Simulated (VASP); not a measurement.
A run of VASP 6.6.1:

Contents of INCAR:

```
PREC     = Accurate       # precision mode
ENCUT    = 520            # plane-wave cutoff, eV
EDIFF    = 1E-6           # SCF threshold, eV
ISMEAR   = -1             # smearing method
SIGMA    = 0.05           # smearing width, eV
LREAL    = F              # projectors in reciprocal space
LASPH    = T              # aspherical terms in the spheres
NELM     = 150            # most SCF steps
ALGO     = Fast           # electronic algorithm
ISIF     = 2              # what is computed and relaxed
LWAVE    = F              # write WAVECAR
LCHARG   = F              # write CHGCAR
ISPIN    = 2              # spin polarisation
MAGMOM   = 0 3 3 3        # initial moments
LORBIT   = 11             # projections on sites
LMAXMIX  = 4              # l up to which the mixer works
GGA      = PS             # functional
NBANDS   = 31             # bands
```

Contents of KPOINTS:

```
regular mesh
0
Gamma
  7 7 7
```

Contents of POSCAR:

```
Fe3Ge
1.0
    3.6359326622      0.0000000000      0.0000000000
    0.0000000000      3.6359326622      0.0000000000
    0.0000000000      0.0000000000      3.6359326622
Ge Fe
1 3
Direct
    0.0000000000      0.0000000000      0.0000000000
    0.5000000000      0.0000000000      0.5000000000
    0.5000000000      0.5000000000      0.0000000000
    0.0000000000      0.5000000000      0.5000000000
```

Potentials or basis: VASP PAW PBE potentials, release 64 (Ge_d, Fe).

Run with:

```bash
$ cat potpaw_PBE.64/Ge_d/POTCAR potpaw_PBE.64/Fe/POTCAR > POTCAR
$ mpirun -np 1 vasp_std > vasp.out
```

Hardware: 1 thread of Intel(R) Xeon(R) Platinum 8488C (Sapphire Rapids) (shared host).

Question: Estimate the wall time of this run.

Answer: Wall time 53 s on 1 thread of Intel(R) Xeon(R) Platinum 8488C (Sapphire Rapids), on a shared host, peak memory 0.19 GiB. Counts: scf iterations 16, k points 20.
